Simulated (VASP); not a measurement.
# HfC (Fm-3m) in VASP: notebook

Runs on HfC. Level: RPBE+D3(BJ). Tasks: single point.

Program: VASP 6.6.1. These are calculated values, not measurements. Logs are shortened: lines on timing, memory, paths and dates and some standing lists are left out, and cuts for length are marked.

### Step 1. The cell of the first run

Symmetry: Fm-3m, No. 225, cubic system. Conventional cell: a = 4.650 Å, b = 4.650 Å, c = 4.650 Å, α = 90.00°, β = 90.00°, γ = 90.00°. Hf (site symmetry m-3m) has 6 C at 2.33 Å within 3.1 Å. Within 3.1 Å of C (site symmetry m-3m) lie 6 Hf at 2.33 Å.

### Step 2. Single point, RPBE+D3(BJ), collinear spin, ferromagnetic start

The input, INCAR:

```
SYSTEM = HfC
ALGO     = Normal         ! electronic algorithm
EDIFF    = 1E-6           ! SCF threshold, eV
ENCUT    = 520            ! plane-wave cutoff, eV
GGA      = RP             ! functional
ISIF     = 2              ! what is computed and relaxed
ISMEAR   = -1             ! smearing method
ISPIN    = 2              ! spin polarisation
IVDW     = 12             ! dispersion correction
LASPH    = .True.         ! aspherical terms in the spheres
LCHARG   = .True.         ! write CHGCAR
LELF     = .True.         ! ELF
LMAXMIX  = 4              ! l up to which the mixer works
LORBIT   = 11             ! projections on sites
LREAL    = .False.        ! projectors in reciprocal space
LVHAR    = .True.       
LWAVE    = .False.        ! write WAVECAR
MAGMOM   = 1 0            ! initial moments
NBANDS   = 18             ! bands
NELM     = 150            ! most SCF steps
NUPDOWN  = 1.0            ! fixed moment
PREC     = Accurate       ! precision mode
SIGMA    = 0.1            ! smearing width, eV
```

The input, KPOINTS:

```
k-points
0
Gamma
  10 10 10
  0 0 0
```

The input, POSCAR:

```
HfC
1.0
    0.0000000000      2.3250000000      2.3250000000
    2.3250000000      0.0000000000      2.3250000000
    2.3250000000      2.3250000000      0.0000000000
Hf C
1 1
Direct
    0.5000000000      0.5000000000      0.5000000000
    0.0000000000      0.0000000000      0.0000000000
```

Potentials or basis: VASP PAW PBE potentials, release 64 (Hf_pv, C).

On the command line:

```bash
$ cat potpaw_PBE.64/Hf_pv/POTCAR potpaw_PBE.64/C/POTCAR > POTCAR
$ mpirun -np 1 vasp_std > vasp.out
```

OUTCAR:

```text
SYSTEM = HfC
   EDIFF = 1E-6
   ENCUT = 520
   GGA = RP
   ISIF = 2
   ISMEAR = -1
   ISPIN = 2
   IVDW = 12
   LASPH = .True.
   LORBIT = 11
   LREAL = .False.
   NELM = 150
   NUPDOWN = 1.0
   PREC = Accurate
 IVDW          = 12

 ion  position               nearest neighbor table
   1  0.500  0.500  0.500-   2 2.33   2 2.33   2 2.33   2 2.33   2 2.33   2 2.33
   2  0.000  0.000  0.000-   1 2.33   1 2.33   1 2.33   1 2.33   1 2.33   1 2.33

  LATTYP: Found a face centered cubic cell.
 ALAT       =     4.6500000000

  Lattice vectors:

 A1 = (   0.0000000000,   2.3250000000,   2.3250000000)
 A2 = (   2.3250000000,   0.0000000000,   2.3250000000)
 A3 = (   2.3250000000,   2.3250000000,   0.0000000000)

Analysis of symmetry for initial positions (statically):
=====================================================================
 Subroutine PRICEL returns:
 Original cell was already a primitive cell.

 Routine SETGRP: Setting up the symmetry group for a
 face centered cubic supercell.

 Subroutine GETGRP returns: Found 48 space group operations
 (whereof 48 operations were pure point group operations)
 out of a pool of 48 trial point group operations.

The static configuration has the point symmetry O_h .

Analysis of symmetry for dynamics (positions and initial velocities):
=====================================================================
 Subroutine PRICEL returns:
 Original cell was already a primitive cell.

 Routine SETGRP: Setting up the symmetry group for a
 face centered cubic supercell.

 Subroutine GETGRP returns: Found 48 space group operations
 (whereof 48 operations were pure point group operations)
 out of a pool of 48 trial point group operations.

The dynamic configuration has the point symmetry O_h .

Analysis of structural, dynamic, and magnetic symmetry:
=====================================================================
 Subroutine PRICEL returns:
 Original cell was already a primitive cell.

 Routine SETGRP: Setting up the symmetry group for a
 face centered cubic supercell.

 Subroutine GETGRP returns: Found 48 space group operations
 (whereof 48 operations were pure point group operations)
 out of a pool of 48 trial point group operations.

The overall configuration has the point symmetry O_h .

 Subroutine INISYM returns: Found 48 space group operations
 (whereof 48 operations are pure point group operations),
 and found     1 'primitive' translations

----------------------------------------------------------------------------------------

                                     Primitive cell

  volume of cell :      25.1362

  direct lattice vectors                    reciprocal lattice vectors
     0.000000000  2.325000000  2.325000000    -0.215053763  0.215053763  0.215053763
     2.325000000  0.000000000  2.325000000     0.215053763 -0.215053763  0.215053763
     2.325000000  2.325000000  0.000000000     0.215053763  0.215053763 -0.215053763

  length of vectors
     3.288046533  3.288046533  3.288046533     0.372484045  0.372484045  0.372484045

  position of ions in fractional coordinates (direct lattice)
     0.500000000  0.500000000  0.500000000
     0.000000000  0.000000000  0.000000000

  ion indices of the primitive-cell ions
   primitive index   ion index
                 1           1
                 2           2

----------------------------------------------------------------------------------------

 KPOINTS: k-points

Automatic generation of k-mesh.
 Grid dimensions read from file:
 generate k-points for:   10   10   10

 Generating k-lattice:

  Cartesian coordinates                     Fractional coordinates (reciprocal lattice)
    -0.021505376  0.021505376  0.021505376     0.100000000  0.000000000  0.000000000
     0.021505376 -0.021505376  0.021505376     0.000000000  0.100000000  0.000000000
     0.021505376  0.021505376 -0.021505376     0.000000000  0.000000000  0.100000000

  Length of vectors
     0.037248404  0.037248404  0.037248404

  Shift w.r.t. Gamma in fractional coordinates (k-lattice)
     0.000000000  0.000000000  0.000000000

 Subroutine IBZKPT returns following result:
 ===========================================

 Found     47 irreducible k-points:

 Following reciprocal coordinates:
            Coordinates               Weight
  0.000000  0.000000  0.000000      1.000000
  0.100000  0.000000  0.000000      8.000000
  0.200000  0.000000  0.000000      8.000000
  0.300000  0.000000  0.000000      8.000000
  0.400000  0.000000  0.000000      8.000000
  0.500000  0.000000  0.000000      4.000000
[... 16 lines left out ...]
  0.300000  0.300000  0.000000      6.000000
  0.400000  0.300000  0.000000     24.000000
 [... further k-points ...]
   k-points           NKPTS =     47   k-points in BZ     NKDIM =     47   number of bands    NBANDS=     18
   number of dos      NEDOS =    301   number of ions     NIONS =      2
   total plane-waves  NPLWV =  13824
   dimension x,y,z NGX =    24 NGY =   24 NGZ =   24
   dimension x,y,z NGXF=    48 NGYF=   48 NGZF=   48
   ions per type =               1   1
   NGX,Y,Z   is equivalent  to a cutoff of  12.13, 12.13, 12.13 a.u.
   NGXF,Y,Z  is equivalent  to a cutoff of  24.27, 24.27, 24.27 a.u.
 SYSTEM =  HfC
   PREC   = accura    normal or accurate (medium, high low for compatibility)
   ISTART =      0    job   : 0-new  1-cont  2-samecut
   ICHARG =      2    charge: 1-file 2-atom 10-const
   ISPIN  =      2    spin polarized calculation?
   LNONCOLLINEAR =      F non collinear calculations
   LSORBIT =      F    spin-orbit coupling
   LASPH  =      T    aspherical Exc in radial PAW
   ENCUT  =  520.0 eV  38.22 Ry    6.18 a.u.   6.11  6.11  6.11*2*pi/ulx,y,z
   NELM   =    150;   NELMIN=  2; NELMDL= -5     # of ELM steps
   EDIFF  = 0.1E-05   stopping-criterion for ELM
   LREAL  =      F    real-space projection
   EDIFFG = 0.1E-04   stopping-criterion for IOM
   NSW    =      0    number of steps for IOM
   IBRION =     -1    ionic relax: 0-MD 1-quasi-New 2-CG
   NFREE  =      0    steps in history (QN), initial steepest desc. (CG)
   ISIF   =      2    stress and relaxation
   ISYM   =      2    0-nonsym 1-usesym 2-fastsym
   POTIM  = 0.5000    time-step for ionic-motion
   TEBEG  =    0.0;   TEEND  =   0.0 temperature during run
   PSTRESS=    0.0 pullay stress
   NELECT =      14.0000    total number of electrons
   NUPDOWN=       1.0000    fix difference up-down
   EMIN   =  10.00;   EMAX   =-10.00  energy-range for DOS
   EFERMI =   0.00;   METHOD = LEGACY
   ISMEAR =    -1;   SIGMA  =   0.10  broadening in eV -4-tet -1-fermi 0-gaus
   EFERMI_NEDOS =   21; number of points for ismear=-14 and -15
   IALGO  =     38    algorithm
   IMIX   =      4    mixing-type and parameters
     AMIX     =   0.40;   BMIX     =  1.00
     AMIX_MAG =   1.60;   BMIX_MAG =  1.00
  volume/ion in A,a.u.               =      12.57        84.81
  Fermi-wavevector in a.u.,A,eV,Ry     =   1.346949  2.545365 24.684672  1.814272
  Thomas-Fermi vector in A             =   2.474740
   LORBIT       =     11    0 simple, 1 ext, 2 COOP (PROOUT), +10 PAW based schemes
   GGA     = RP    functional components
   LHFCALC =     F    Hartree Fock is set to
   AEXX    =    0.0000 exact exchange contribution
   IVDW    =    12    specifies the selected vdW correction
   LEPSILON=     F    determine dielectric tensor
   LRPA    =     F    only Hartree local field effects (RPA)
 spin polarized calculation
  energy-cutoff  :      520.00
  volume of cell :       25.14
 maximum number of plane-waves:       700
   NGX = 13   NGY = 13   NGZ = 13

 number of electron      14.0000000 magnetization       1.0000000

 Free energy of the ion-electron system (eV)
  ---------------------------------------------------
  ext. energy  EPLUGINS =         0.00000000
  ---------------------------------------------------
  free energy    TOTEN  =       -19.07680973 eV

  energy without entropy =      -19.04956233  energy(sigma->0) =      -19.06318603

 E-fermi :   4.6282     XC(G=0): -12.2222

 val. band max:        8.1446115567   @ k =  -0.4000   0.3000   0.0000
 cond. band min:       4.6984785226   @ k =   0.4000   0.2000   0.0000
 fundamental gap:     -3.4461330341
 Fermi energy:         8.1979347511

 spin component 1

 k-point     1 :       0.0000    0.0000    0.0000
  band No.  band energies     occupation
      1     -23.5079      1.00000
      2     -23.5079      1.00000
      3     -23.5079      1.00000
      4      -6.7074      1.00000
      5       6.5486      1.00000
      6       6.5486      1.00000
[... 10 lines left out ...]
     17      30.2035      0.00000
     18      30.2035      0.00000

 k-point     2 :       0.1000    0.0000    0.0000
  band No.  band energies     occupation
      1     -23.5786      1.00000
      2     -23.5146      1.00000
      3     -23.5146      1.00000
      4      -6.4599      1.00000
      5       5.3013      1.00000
      6       5.6699      1.00000
[... 10 lines left out ...]
     17      28.7074      0.00000
     18      28.7074      0.00000

 k-point     3 :       0.2000    0.0000    0.0000
  band No.  band energies     occupation
      1     -23.7586      1.00000
      2     -23.5321      1.00000
      3     -23.5321      1.00000
      4      -5.7685      1.00000
      5       3.5248      1.00000
      6       4.4699      1.00000
[... 412 lines left out ...]
 k-point    23 :       0.3000    0.3000    0.0000
  band No.  band energies     occupation
      1     -23.9237      1.00000
      2     -23.6631      1.00000
      3     -23.6631      1.00000
      4      -4.9252      1.00000
      5       1.9044      1.00000
      6       4.9378      1.00000
[... 10 lines left out ...]
     17      23.0431      0.00000
     18      23.0431      0.00000

 k-point    24 :       0.4000    0.3000    0.0000
  band No.  band energies     occupation
      1     -24.0090      1.00000
      2     -23.7090      1.00000
      3     -23.6879      1.00000
      4      -4.6682      1.00000
      5       1.9847      1.00000
      6       3.9729      1.00000
[... 10 lines left out ...]
     17      22.5947      0.00000
     18      25.2594      0.00000

 [... further k-points ...]

 spin component 2

 k-point     1 :       0.0000    0.0000    0.0000
  band No.  band energies     occupation
      1     -23.3209      1.00000
      2     -23.3209      1.00000
      3     -23.3209      1.00000
      4      -6.0725      1.00000
      5       7.2446      0.00000
      6       7.2446      0.00000
[... 10 lines left out ...]
     17      30.6372      0.00000
     18      30.6372      0.00000

 k-point     2 :       0.1000    0.0000    0.0000
  band No.  band energies     occupation
      1     -23.3889      1.00000
      2     -23.3274      1.00000
      3     -23.3274      1.00000
      4      -5.8253      1.00000
      5       5.9243      0.00000
      6       6.2828      0.00000
[... 10 lines left out ...]
     17      29.1753      0.00000
     18      29.1753      0.00000

 k-point     3 :       0.2000    0.0000    0.0000
  band No.  band energies     occupation
      1     -23.5623      1.00000
      2     -23.3444      1.00000
      3     -23.3444      1.00000
      4      -5.1333      1.00000
      5       4.1395      0.99251
      6       5.0481      0.01478
[... 412 lines left out ...]
 k-point    23 :       0.3000    0.3000    0.0000
  band No.  band energies     occupation
      1     -23.7220      1.00000
      2     -23.4711      1.00000
      3     -23.4711      1.00000
      4      -4.2824      1.00000
      5       2.4777      1.00000
      6       5.4336      0.00032
[... 10 lines left out ...]
     17      23.5944      0.00000
     18      23.5944      0.00000

 k-point    24 :       0.4000    0.3000    0.0000
  band No.  band energies     occupation
      1     -23.8048      1.00000
      2     -23.5154      1.00000
      3     -23.4951      1.00000
      4      -4.0227      1.00000
      5       2.5621      1.00000
      6       4.5290      0.72943
[... 10 lines left out ...]
     17      23.1187      0.00000
     18      25.7341      0.00000

 [... further k-points ...]

------------------------ aborting loop because EDIFF is reached ----------------------------------------

 Edisp (eV)   -4.59259

 E8    (eV) :    -3.2855

  FORCE on cell =-STRESS in cart. coord.  units (eV):
  Direction    XX          YY          ZZ          XY          YZ          ZX
  --------------------------------------------------------------------------------------
  -------------------------------------------------------------------------------------
  Total      -3.68730    -3.68730    -3.68730     0.00000    -0.00000     0.00000
  in kB    -235.02845  -235.02845  -235.02845     0.00000    -0.00000     0.00000
  external pressure =     -235.03 kB  Pullay stress =        0.00 kB

 VOLUME and BASIS-vectors are now :
 -----------------------------------------------------------------------------
  energy-cutoff  :      520.00
  volume of cell :       25.14
      direct lattice vectors                 reciprocal lattice vectors
     0.000000000  2.325000000  2.325000000    -0.215053763  0.215053763  0.215053763
     2.325000000  0.000000000  2.325000000     0.215053763 -0.215053763  0.215053763
     2.325000000  2.325000000  0.000000000     0.215053763  0.215053763 -0.215053763

 POSITION                                       TOTAL-FORCE (eV/Angst)
 -----------------------------------------------------------------------------------
      2.32500      2.32500      2.32500         0.000000      0.000000      0.000000
      0.00000      0.00000      0.00000        -0.000000     -0.000000     -0.000000
 -----------------------------------------------------------------------------------
    total drift:                                0.000000     -0.000000      0.000000

  FREE ENERGIE OF THE ION-ELECTRON SYSTEM (eV)
  ---------------------------------------------------
  free  energy   TOTEN  =       -23.6694008654 eV

  energy  without entropy=      -23.6421534671  energy(sigma->0) =      -23.65577717

 total charge

# of ion       s       p       d       tot
------------------------------------------
    1        0.312   6.581   1.697   8.590
    2        0.890   1.489   0.000   2.380
--------------------------------------------------
tot          1.202   8.070   1.697  10.969

 magnetization (x)

# of ion       s       p       d       tot
------------------------------------------
    1        0.006   0.059   0.311   0.375
    2        0.012   0.261   0.000   0.273
--------------------------------------------------
tot          0.018   0.319   0.311   0.648
```

Run time: 12 s. Hardware: 1 thread of Intel Xeon 6975P-C (Granite Rapids), shared host; peak memory 0.18 GiB.

Results:

```yaml
Free_energy: -23.6694 eV
Pressure: -23.5 GPa
Net_moment: 1.00 μB per cell
Site_moments: Hf +0.38; C +0.27 μB
Valence_electrons_inside_the_program's_atomic_spheres: Hf 8.59; C 2.38
Dispersion_energy_per_atom: -2.296 eV
```

Caveat: three body term missing; the PAW data sets were made with another functional, which shifts forces and pressure a little; spin-orbit coupling is left out, which moves the levels of the heavy elements; the total moment is fixed, so each spin has its own Fermi level.

[end of part 1 of 2]
